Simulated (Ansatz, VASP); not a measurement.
P in VASP and in Ansatz

```
P
1.0
     3.32252    0.00000    0.00000
     0.00000   10.19152    0.00000
     0.00000    0.00000    4.16686
P
8
Direct
  0.00000 0.89362 0.92810
  0.50000 0.89362 0.57190
  0.50000 0.60638 0.07190
  0.00000 0.60638 0.42810
  0.50000 0.39362 0.92810
  0.00000 0.39362 0.57190
  0.00000 0.10638 0.07190
  0.50000 0.10638 0.42810
```

Alike in both runs: task single point; functional PBE; dispersion D3(BJ); k mesh 10 × 4 × 8; occupations gaussian, width 0.1 eV; no spin polarisation.

|  | VASP | Ansatz |
| --- | --- | --- |
| version | VASP 6.6.1 | Ansatz 0.2.0 |
| potentials or method | VASP PAW PBE potentials, release 64 (P), cutoff 520 eV | scalar-relativistic, plane waves, PAW |
| valence electrons in the cell | 40 | 40 |

```tsv
	VASP	Ansatz	Ansatz less VASP
gap on the k mesh at the Fermi level (eV)	none	none	-
pressure (GPa)	-0.4	0.0	+0.34
rms of the force components (eV/Å)	0.034	0.003	-0.0303
```

Atom by atom the forces differ by 0.035 eV/Å (rms over components). A gap of «none» marks a metal or a gap that the smearing closes.
